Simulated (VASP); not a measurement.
# HgTe (Coloradoite) (I-4m2) in VASP: notebook

Runs on HgTe (Coloradoite). Level: PBE. Tasks: single point.

All numbers are computed with VASP 6.6.1; they aren't measurements. Logs are shortened: lines on timing, memory, paths and dates and some standing lists are left out, and cuts for length are marked.

## Step 1: The cell of the first run

The structure is tetragonal, space group I-4m2 (No. 119). The conventional cell has a = 4.546 Å, b = 4.546 Å, c = 6.365 Å, α = 90.00°, β = 90.00°, γ = 90.00°. Hg (site symmetry -4m2) has 4 Te at 2.77 Å within 3.7 Å. Within 3.7 Å of Te (site symmetry -4m2) lie 4 Hg at 2.77 Å.

## Step 2: Single point, PBE

The input, INCAR:

```
SYSTEM = HgTe
PREC = Accurate
ENCUT = 520
EDIFF = 1E-6
ISMEAR = 0
SIGMA = 0.05
LREAL = .FALSE.
LASPH = .TRUE.
NELM = 60
ALGO = Normal
ISIF = 2
LWAVE = .FALSE.
LCHARG = .FALSE.
GGA = PE
NBANDS = 16
```

The input, KPOINTS:

```
regular mesh
0
G
  6 6 6
  0 0 0
```

The input, POSCAR:

```
HgTe
1.0
    0.0000000000      3.2145000000      3.1823550000
    3.2145000000      0.0000000000      3.1823550000
    3.2145000000      3.2145000000      0.0000000000
Hg Te
1 1
Direct
    0.0000000000      0.0000000000      0.0000000000
    0.2500000000      0.2500000000      0.2500000000
```

Potentials or basis: VASP PAW PBE potentials, release 64 (Hg, Te).

Started as:

```bash
cat potpaw_PBE.64/Hg/POTCAR potpaw_PBE.64/Te/POTCAR > POTCAR
mpirun -np 1 vasp_std > vasp.out
```

OUTCAR:

```text
SYSTEM = HgTe
   PREC = Accurate
   ENCUT = 520
   EDIFF = 1E-6
   ISMEAR = 0
   LREAL = .FALSE.
   LASPH = .TRUE.
   NELM = 60
   ISIF = 2
   GGA = PE

 ion  position               nearest neighbor table
   1  0.000  0.000  0.000-   2 2.77   2 2.77   2 2.77   2 2.77
   2  0.250  0.250  0.250-   1 2.77   1 2.77   1 2.77   1 2.77

  LATTYP: Found a body centered tetragonal cell.
 ALAT       =     4.5459894962
 C/A-ratio  =     1.4000714267

  Lattice vectors:

 A1 = (   0.0000000000,  -3.2145000000,  -3.1823550000)
 A2 = (   0.0000000000,   3.2145000000,  -3.1823550000)
 A3 = (   3.2145000000,   0.0000000000,   3.1823550000)

Analysis of symmetry for initial positions (statically):
=====================================================================
 Subroutine PRICEL returns:
 Original cell was already a primitive cell.

 Routine SETGRP: Setting up the symmetry group for a
 body centered tetragonal supercell.

 Subroutine GETGRP returns: Found  8 space group operations
 (whereof  8 operations were pure point group operations)
 out of a pool of 16 trial point group operations.

The static configuration has the point symmetry D_2d.

Analysis of symmetry for dynamics (positions and initial velocities):
=====================================================================
 Subroutine PRICEL returns:
 Original cell was already a primitive cell.

 Routine SETGRP: Setting up the symmetry group for a
 body centered tetragonal supercell.

 Subroutine GETGRP returns: Found  8 space group operations
 (whereof  8 operations were pure point group operations)
 out of a pool of 16 trial point group operations.

The dynamic configuration has the point symmetry D_2d.

 Subroutine INISYM returns: Found  8 space group operations
 (whereof  8 operations are pure point group operations),
 and found     1 'primitive' translations

----------------------------------------------------------------------------------------

                                     Primitive cell

  volume of cell :      65.7666

  direct lattice vectors                    reciprocal lattice vectors
     0.000000000  3.214500000  3.182355000    -0.155545186  0.155545186  0.157116349
     3.214500000  0.000000000  3.182355000     0.155545186 -0.155545186  0.157116349
     3.214500000  3.214500000  0.000000000     0.155545186  0.155545186 -0.157116349

  length of vectors
     4.523316659  4.523316659  4.545989496     0.270322320  0.270322320  0.270322320

  position of ions in fractional coordinates (direct lattice)
     0.000000000  0.000000000  0.000000000
     0.250000000  0.250000000  0.250000000

  ion indices of the primitive-cell ions
   primitive index   ion index
                 1           1
                 2           2

----------------------------------------------------------------------------------------

 KPOINTS: regular mesh

Automatic generation of k-mesh.
 Grid dimensions read from file:
 generate k-points for:    6    6    6

 Generating k-lattice:

  Cartesian coordinates                     Fractional coordinates (reciprocal lattice)
    -0.025924198  0.025924198  0.026186058     0.166666667 -0.000000000  0.000000000
     0.025924198 -0.025924198  0.026186058    -0.000000000  0.166666667  0.000000000
     0.025924198  0.025924198 -0.026186058     0.000000000  0.000000000  0.166666667

  Length of vectors
     0.045053720  0.045053720  0.045053720

  Shift w.r.t. Gamma in fractional coordinates (k-lattice)
     0.000000000  0.000000000  0.000000000

 Subroutine IBZKPT returns following result:
 ===========================================

 Found     30 irreducible k-points:

 Following reciprocal coordinates:
            Coordinates               Weight
  0.000000  0.000000  0.000000      1.000000
  0.166667  0.000000  0.000000      8.000000
  0.333333  0.000000  0.000000      8.000000
  0.500000  0.000000  0.000000      4.000000
  0.166667  0.166667  0.000000      2.000000
  0.333333  0.166667  0.000000      8.000000
[... 16 lines left out ...]
  0.333333  0.000000  0.333333      4.000000
  0.500000 -0.000000  0.333333     16.000000
 [... further k-points ...]
   k-points           NKPTS =     30   k-points in BZ     NKDIM =     30   number of bands    NBANDS=     16
   number of dos      NEDOS =    301   number of ions     NIONS =      2
   total plane-waves  NPLWV =  46656
   dimension x,y,z NGX =    36 NGY =   36 NGZ =   36
   dimension x,y,z NGXF=    72 NGYF=   72 NGZF=   72
   ions per type =               1   1
   NGX,Y,Z   is equivalent  to a cutoff of  13.23, 13.23, 13.17 a.u.
   NGXF,Y,Z  is equivalent  to a cutoff of  26.46, 26.46, 26.33 a.u.
 SYSTEM =  HgTe
   PREC   = accura    normal or accurate (medium, high low for compatibility)
   ISTART =      0    job   : 0-new  1-cont  2-samecut
   ICHARG =      2    charge: 1-file 2-atom 10-const
   ISPIN  =      1    spin polarized calculation?
   LNONCOLLINEAR =      F non collinear calculations
   LSORBIT =      F    spin-orbit coupling
   LASPH  =      T    aspherical Exc in radial PAW
   ENCUT  =  520.0 eV  38.22 Ry    6.18 a.u.   8.41  8.41  8.45*2*pi/ulx,y,z
   NELM   =     60;   NELMIN=  2; NELMDL= -5     # of ELM steps
   EDIFF  = 0.1E-05   stopping-criterion for ELM
   LREAL  =      F    real-space projection
   EDIFFG = 0.1E-04   stopping-criterion for IOM
   NSW    =      0    number of steps for IOM
   IBRION =     -1    ionic relax: 0-MD 1-quasi-New 2-CG
   NFREE  =      0    steps in history (QN), initial steepest desc. (CG)
   ISIF   =      2    stress and relaxation
   ISYM   =      2    0-nonsym 1-usesym 2-fastsym
   POTIM  = 0.5000    time-step for ionic-motion
   TEBEG  =    0.0;   TEEND  =   0.0 temperature during run
   PSTRESS=    0.0 pullay stress
   NELECT =      18.0000    total number of electrons
   NUPDOWN=      -1.0000    fix difference up-down
   EMIN   =  10.00;   EMAX   =-10.00  energy-range for DOS
   EFERMI =   0.00;   METHOD = LEGACY
   ISMEAR =     0;   SIGMA  =   0.05  broadening in eV -4-tet -1-fermi 0-gaus
   EFERMI_NEDOS =   21; number of points for ismear=-14 and -15
   IALGO  =     38    algorithm
   IMIX   =      4    mixing-type and parameters
     AMIX     =   0.40;   BMIX     =  1.00
     AMIX_MAG =   1.60;   BMIX_MAG =  1.00
  volume/ion in A,a.u.               =      32.88       221.91
  Fermi-wavevector in a.u.,A,eV,Ry     =   1.062912  2.008612 15.371606  1.129781
  Thomas-Fermi vector in A             =   2.198379
   LORBIT       =      0    0 simple, 1 ext, 2 COOP (PROOUT), +10 PAW based schemes
   GGA     = PE    functional components
   LHFCALC =     F    Hartree Fock is set to
   AEXX    =    0.0000 exact exchange contribution
   IVDW    =     0    specifies the selected vdW correction
   LEPSILON=     F    determine dielectric tensor
   LRPA    =     F    only Hartree local field effects (RPA)
 non-spin polarized calculation
 Gauss-broadening in eV      SIGMA  =   0.05
  energy-cutoff  :      520.00
  volume of cell :       65.77
 maximum number of plane-waves:      1807
 NGX is ok and might be reduce to    36
   NGX = 17   NGY = 17   NGZ = 17

 number of electron      17.9999998 magnetization

 Free energy of the ion-electron system (eV)
  ---------------------------------------------------
  ext. energy  EPLUGINS =         0.00000000
  ---------------------------------------------------
  free energy    TOTEN  =        -3.52295628 eV

  energy without entropy =       -3.52263646  energy(sigma->0) =       -3.52279637

 E-fermi :   3.4038     XC(G=0):  -8.8621

 val. band max:        3.3759029395   @ k =   0.0000   0.0000   0.0000
 cond. band min:       3.4100757708   @ k =   0.0000   0.0000   0.0000
 fundamental gap:      0.0341728313
 Fermi energy:         3.4038191114

 k-point     1 :       0.0000    0.0000    0.0000
  band No.  band energies     occupation
      1      -8.7935      2.00000
      2      -4.1306      2.00000
      3      -4.1306      2.00000
      4      -4.1287      2.00000
      5      -3.5723      2.00000
      6      -3.5644      2.00000
[... 8 lines left out ...]
     15      12.9092      0.00000
     16      13.0362      0.00000

 k-point     2 :       0.1667    0.0000    0.0000
  band No.  band energies     occupation
      1      -8.6532      2.00000
      2      -4.0926      2.00000
      3      -4.0911      2.00000
      4      -4.0739      2.00000
      5      -3.5747      2.00000
      6      -3.5682      2.00000
[... 8 lines left out ...]
     15      11.9133      0.00000
     16      11.9835      0.00000

 k-point     3 :       0.3333    0.0000    0.0000
  band No.  band energies     occupation
      1      -8.3511      2.00000
      2      -4.0274      2.00000
      3      -4.0235      2.00000
      4      -3.7755      2.00000
      5      -3.5628      2.00000
      6      -3.5604      2.00000
[... 8 lines left out ...]
     15      12.2719      0.00000
     16      12.2772      0.00000

 k-point     4 :       0.5000    0.0000    0.0000
  band No.  band energies     occupation
      1      -8.1885      2.00000
      2      -4.0026      2.00000
      3      -3.9971      2.00000
      4      -3.5464      2.00000
      5      -3.5457      2.00000
      6      -3.2445      2.00000
[... 8 lines left out ...]
     15      13.4340      0.00000
     16      13.4950      0.00000
[... 324 lines left out ...]
 k-point    22 :      -0.3333    0.5000    0.1667
  band No.  band energies     occupation
      1      -7.9746      2.00000
      2      -3.9084      2.00000
      3      -3.8281      2.00000
      4      -3.7015      2.00000
      5      -3.5516      2.00000
      6      -2.9385      2.00000
[... 8 lines left out ...]
     15      14.3188      0.00000
     16      14.6352      0.00000

 k-point    23 :       0.3333    0.0000    0.3333
  band No.  band energies     occupation
      1      -8.1990      2.00000
      2      -4.0010      2.00000
      3      -3.8797      2.00000
      4      -3.8656      2.00000
      5      -3.5310      2.00000
      6      -3.5171      2.00000
[... 8 lines left out ...]
     15      13.4583      0.00000
     16      15.0974      0.00000

 k-point    24 :       0.5000   -0.0000    0.3333
  band No.  band energies     occupation
      1      -8.0335      2.00000
      2      -3.9458      2.00000
      3      -3.8240      2.00000
      4      -3.7584      2.00000
      5      -3.5208      2.00000
      6      -3.2200      2.00000
[... 8 lines left out ...]
     15      13.8317      0.00000
     16      14.8415      0.00000

 [... further k-points ...]
[... 5 lines left out ...]
  --------------------------------------------------------------------------------------
  -------------------------------------------------------------------------------------
  Total        2.1475973      2.1475973      2.1816368      0.0000000      0.0000000     -0.0000000
  in kB       52.3188218     52.3188218     53.1480765      0.0000000      0.0000000     -0.0000000
  external PRESSURE =      52.5952401 kB  Pullay stress =       0.0000000 kB

 VOLUME and BASIS-vectors are now :
 -----------------------------------------------------------------------------
  energy-cutoff  :      520.00
  volume of cell :       65.77
      direct lattice vectors                 reciprocal lattice vectors
     0.000000000  3.214500000  3.182355000    -0.155545186  0.155545186  0.157116349
     3.214500000  0.000000000  3.182355000     0.155545186 -0.155545186  0.157116349
     3.214500000  3.214500000  0.000000000     0.155545186  0.155545186 -0.157116349

 POSITION                                       TOTAL-FORCE (eV/Angst)
 -----------------------------------------------------------------------------------
      0.00000      0.00000      0.00000         0.000000      0.000000      0.000000
      1.60725      1.60725      1.59118        -0.000000      0.000000     -0.000000
 -----------------------------------------------------------------------------------
    total drift:                               -0.000000     -0.000000      0.000000

  FREE ENERGIE OF THE ION-ELECTRON SYSTEM (eV)
  ---------------------------------------------------
  free  energy   TOTEN  =        -3.5229562768 eV

  energy  without entropy=       -3.5226364611  energy(sigma->0) =       -3.52279637
```

Run time: 20 s. Hardware: 1 thread of Intel Xeon 6975P-C (Granite Rapids), shared host; peak memory 0.21 GiB.

What came out:

```
Free energy            : -3.5230 eV
Pressure               : 5.3 GPa
Band gap on the k mesh : 0.03 eV, direct
```

Stress tensor (GPa, compression positive):
```
5.23 0.00 0.00
0.00 5.23 0.00
0.00 0.00 5.31
```

Caveat: spin-orbit coupling is left out, which moves the levels of the heavy elements.

## Step 3: Single point, PBE

This run uses another cell than the first one, of 33.55 Å³/atom, 1.020 times its volume.

The input, INCAR:

```
PREC = Accurate ; ENCUT = 520
EDIFF = 1E-7 ; ISMEAR = 0
SIGMA = 0.05 ; LREAL = False
LASPH = True ; NELM = 100
ALGO = Normal ; ISIF = 2
LWAVE = False ; LCHARG = True
GGA = PE ; LELF = True
LVHAR = True ; NBANDS = 16
```

The input, KPOINTS:

```
Automatic mesh
0
Gamma
  6 6 6
```

The input, POSCAR:

```
HgTe
1.0
    0.0000000000      3.2145000000      3.2466450000
    3.2145000000      0.0000000000      3.2466450000
    3.2145000000      3.2145000000      0.0000000000
Hg Te
1 1
Direct
    0.0000000000      0.0000000000      0.0000000000
    0.2500000000      0.2500000000      0.2500000000
```

Potentials or basis: VASP PAW PBE potentials, release 64 (Hg, Te).

Started as:

```bash
cat potpaw_PBE.64/Hg/POTCAR potpaw_PBE.64/Te/POTCAR > POTCAR
mpirun -np 1 vasp_std > vasp.out
```

It took 28 s on 1 thread of Intel Xeon 6975P-C (Granite Rapids), shared host; peak memory 0.21 GiB.

The run converged. Its results:

| Property | Result |
| --- | --- |
| Free energy | -3.5621 eV |
| Pressure | 4.1 GPa |
| Band gap on the k mesh | zero (filled and empty bands touch) |

Stress tensor (GPa, compression positive):
```
4.16 0.00 0.00
0.00 4.16 0.00
0.00 0.00 4.06
```

Levels at points of the mesh, in eV from the Fermi level:
| k point | band 6 | band 7 | band 8 | band 9 | band 10 | band 11 | band 12 | band 13 |
| --- | --- | --- | --- | --- | --- | --- | --- | --- |
| (0.00, 0.00, 0.00) | -6.87 | -0.73 | -0.04 | -0.01 | -0.01 | 4.20 | 4.20 | 4.20 |
| (0.50, 0.00, 0.00) | -6.57 | -5.55 | -1.04 | -0.99 | 0.69 | 4.98 | 5.03 | 6.85 |
| (0.50, 0.50, 0.00) | -6.43 | -5.52 | -2.29 | -2.29 | 1.93 | 2.48 | 8.18 | 8.87 |
| (0.50, 0.00, 0.50) | -6.41 | -5.48 | -2.34 | -2.32 | 1.85 | 2.44 | 8.25 | 8.84 |

Caveat: spin-orbit coupling is left out, which moves the levels of the heavy elements.
